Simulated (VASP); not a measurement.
# NaI (I4/mmm) in VASP: further runs, part 2 of 2

VASP 6.6.1. The steps go on from the part before.

## Step 5: Single point, r2SCAN (strain +0.000 along x and y, +0.015 along z)

The input, POSCAR:

```
NaI
1.0
    0.0000000000      3.2364000000      3.2849460000
    3.2364000000      0.0000000000      3.2849460000
    3.2364000000      3.2364000000      0.0000000000
Na I
1 1
Direct
    0.0000000000      0.0000000000      0.0000000000
    0.5000000000      0.5000000000      0.5000000000
```

The input, INCAR.step1:

```
SYSTEM = NaI
PREC     = Accurate       ! precision mode
ENCUT    = 520            ! plane-wave cutoff, eV
ISMEAR   = 0              ! smearing method
SIGMA    = 0.05           ! smearing width, eV
LREAL    = .False.        ! projectors in reciprocal space
LASPH    = .True.         ! aspherical terms in the spheres
NELM     = 100            ! most SCF steps
NBANDS   = 14             ! bands
GGA      = PE             ! functional
ALGO     = Normal         ! electronic algorithm
EDIFF    = 1E-4           ! SCF threshold, eV
LWAVE    = .True.         ! write WAVECAR
LCHARG   = .False.        ! write CHGCAR
```

The input, INCAR.step2:

```
SYSTEM = NaI
PREC     = Accurate       ! precision mode
ENCUT    = 520            ! plane-wave cutoff, eV
EDIFF    = 1E-6           ! SCF threshold, eV
ISMEAR   = 0              ! smearing method
SIGMA    = 0.05           ! smearing width, eV
LREAL    = .False.        ! projectors in reciprocal space
LASPH    = .True.         ! aspherical terms in the spheres
NELM     = 100            ! most SCF steps
ALGO     = Normal         ! electronic algorithm
ISIF     = 2              ! what is computed and relaxed
LWAVE    = .False.        ! write WAVECAR
LCHARG   = .True.         ! write CHGCAR
METAGGA  = R2SCAN         ! meta-GGA
LMIXTAU  = .True.       
LELF     = .True.         ! ELF
LVHAR    = .True.       
NBANDS   = 14             ! bands
ISTART   = 1
```

The input, KPOINTS:

```
Automatic mesh
0
Gamma
  6 6 6
  0 0 0
```

Potentials or basis: VASP PAW PBE potentials, release 64 (Na_pv, I).

Started as:

```bash
cat potpaw_PBE.64/Na_pv/POTCAR potpaw_PBE.64/I/POTCAR > POTCAR
cp INCAR.step1 INCAR
mpirun -np 1 vasp_std > vasp.out
cp INCAR.step2 INCAR
mpirun -np 1 vasp_std > vasp.out
```

OUTCAR:

```text
SYSTEM = NaI
   PREC = Accurate
   ENCUT = 520
   EDIFF = 1E-6
   ISMEAR = 0
   LREAL = .False.
   LASPH = .True.
   NELM = 100
   ISIF = 2
   METAGGA = R2SCAN
   ISTART = 1

 ion  position               nearest neighbor table
   1  0.000  0.000  0.000-
   2  0.500  0.500  0.500-

  LATTYP: Found a body centered tetragonal cell.
 ALAT       =     4.5769607733
 C/A-ratio  =     1.4354267658

  Lattice vectors:

 A1 = (  -3.2364000000,   0.0000000000,   3.2849460000)
 A2 = (   3.2364000000,   0.0000000000,   3.2849460000)
 A3 = (   0.0000000000,   3.2364000000,  -3.2849460000)

Analysis of symmetry for initial positions (statically):
=====================================================================
 Subroutine PRICEL returns:
 Original cell was already a primitive cell.

 Routine SETGRP: Setting up the symmetry group for a
 body centered tetragonal supercell.

 Subroutine GETGRP returns: Found 16 space group operations
 (whereof 16 operations were pure point group operations)
 out of a pool of 16 trial point group operations.

[... 175 lines left out ...]
      4     -10.9296      2.00000
      5       0.3716      2.00000
      6       0.3716      2.00000
      7       0.3882      2.00000
      8       4.7713      0.00000
      9       8.7888      0.00000
     10       8.8848      0.00000
     11       8.8849      0.00000
     12      10.5981      0.00000
     13      10.7614      0.00000
     14      11.4768      0.00000
[... 377 lines left out ...]
      1     -22.8925      2.00000
      2     -22.8915      2.00000
      3     -22.8905      2.00000
      4     -10.5475      2.00000
      5      -1.3731      2.00000
      6      -0.5751      2.00000
      7      -0.2673      2.00000
      8       6.1043      0.00000
      9       7.0570      0.00000
     10       9.6420      0.00000
     11      10.5779      0.00000
     12      12.0360      0.00000
     13      13.4712      0.00000
     14      14.3157      0.00000

 [... further k-points ...]

------------------------ aborting loop because EDIFF is reached ----------------------------------------

  FORCE on cell =-STRESS in cart. coord.  units (eV):
  Direction    XX          YY          ZZ          XY          YZ          ZX
  --------------------------------------------------------------------------------------
  -------------------------------------------------------------------------------------
  Total       -0.1196282     -0.1196282     -0.2785688      0.0000000     -0.0000000      0.0000000
  in kB       -2.7852327     -2.7852327     -6.4857543      0.0000000     -0.0000000      0.0000000
  external PRESSURE =      -4.0187399 kB  Pullay stress =       0.0000000 kB

 VOLUME and BASIS-vectors are now :
 -----------------------------------------------------------------------------
  energy-cutoff  :      520.00
  volume of cell :       68.81
      direct lattice vectors                 reciprocal lattice vectors
     0.000000000  3.236400000  3.284946000    -0.154492646  0.154492646  0.152209504
     3.236400000  0.000000000  3.284946000     0.154492646 -0.154492646  0.152209504
     3.236400000  3.236400000  0.000000000     0.154492646  0.154492646 -0.152209504

 POSITION                                       TOTAL-FORCE (eV/Angst)
 -----------------------------------------------------------------------------------
      0.00000      0.00000      0.00000         0.000000      0.000000     -0.000000
      3.23640      3.23640      3.28495        -0.000000     -0.000000      0.000000
 -----------------------------------------------------------------------------------
    total drift:                                0.000000      0.000000      0.000000

  FREE ENERGIE OF THE ION-ELECTRON SYSTEM (eV)
  ---------------------------------------------------
  free  energy   TOTEN  =       -31.0826828020 eV

  energy  without entropy=      -31.0826828020  energy(sigma->0) =      -31.08268280
```

OUTCAR.step1:

```text
SYSTEM = NaI
   PREC = Accurate
   ENCUT = 520
   ISMEAR = 0
   LREAL = .False.
   LASPH = .True.
[... 631 lines left out ...]
      0.00000      0.00000      0.00000         0.000000     -0.000000      0.000000
      3.23640      3.23640      3.28495        -0.000000      0.000000      0.000000
 -----------------------------------------------------------------------------------
    total drift:                                0.000000      0.000000      0.000000

  FREE ENERGIE OF THE ION-ELECTRON SYSTEM (eV)
  ---------------------------------------------------
  free  energy   TOTEN  =        -5.3861850171 eV

  energy  without entropy=       -5.3861850171  energy(sigma->0) =       -5.38618502
```

It took 68 s on 1 thread of AMD EPYC 9R45 (Zen 5), shared host; peak memory 0.19 GiB.

Results:

| Property | Result |
| --- | --- |
| Free energy | -31.0827 eV |
| Pressure | -0.4 GPa |
| Band gap on the k mesh | 4.38 eV |

Caveat: the cell differs from its parent crystal (strain +0.000 along x and y, +0.015 along z); the PAW data sets were made with another functional, which shifts forces and pressure a little; spin-orbit coupling is left out, which moves the levels of the heavy elements.

## Step 6: Overview

| cell | gap on the mesh (eV) | pressure (GPa) |
| --- | --- | --- |
| a = 4.543, b = 4.543, c = 4.577 Å, angles 59.8, 59.8, 60.5°, 2 atoms | 4.48 | 0.1 |
| a = 4.577, b = 4.577, c = 4.508 Å, angles 60.5, 60.5, 59.0°, 2 atoms | 4.47 | 0.1 |
| a = 4.612, b = 4.612, c = 4.508 Å, angles 60.7, 60.7, 58.5°, 2 atoms | 4.42 | -0.1 |
| a = 4.611, b = 4.611, c = 4.577 Å, angles 60.2, 60.2, 59.5°, 2 atoms | 4.38 | -0.4 |

Alike in all rows: task single point; level r2SCAN; potentials or basis VASP PAW PBE potentials, release 64 (Na_pv, I); no spin polarisation; k mesh 6 × 6 × 6; cutoff (eV) 520; smearing gaussian 0.05 eV.

Caveats: the PAW data sets were made with another functional, which shifts forces and pressure a little; spin-orbit coupling is left out, which moves the levels of the heavy elements.

Absolute energies hang on the potentials; compare differences alone.
